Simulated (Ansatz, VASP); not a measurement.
**Be3CdS2 in VASP and in Ansatz**

```xyz
6
Lattice="5.1852 0.0000 0.0000 0.0000 5.1852 0.0000 0.0000 0.0000 3.9302" Properties=species:S:1:pos:R:3 pbc="T T T"
Be    0.0000    0.0000    0.0000
Be    0.0000    2.5926    1.9651
Be    2.5926    0.0000    1.9651
Cd    2.5926    2.5926    0.0000
S     0.0000    2.5926    0.0000
S     2.5926    0.0000    0.0000
```

Alike in both runs: task relaxation of cell and atoms; functional PBE; k mesh 8 × 8 × 10; occupations gaussian, width 0.1 eV; no spin polarisation.

```csv
,VASP,Ansatz
version,VASP 6.6.1,Ansatz 0.2.0
potentials or method,"VASP PAW PBE potentials, release 64 (Be, Cd, S), cutoff 600 eV","scalar-relativistic, plane waves, PAW"
valence electrons in the cell,30,38
```

VASP gave:

- gap on the k mesh at the Fermi level, each at its own relaxed structure (eV): none
- relaxed volume (Å³/atom): 17.95
- relaxed cell length with the largest relative difference (Å): 5.250

**Question.** Which values does Ansatz return?

**Answer.** gap on the k mesh at the Fermi level, each at its own relaxed structure (eV): none; relaxed volume (Å³/atom): 17.83; relaxed cell length with the largest relative difference (Å): 5.225.

A gap of «none» marks a metal or a gap that the smearing closes. VASP's potentials hold 30 valence electrons a cell and Ansatz's 38, so a difference there can come from the potentials and not from the codes.
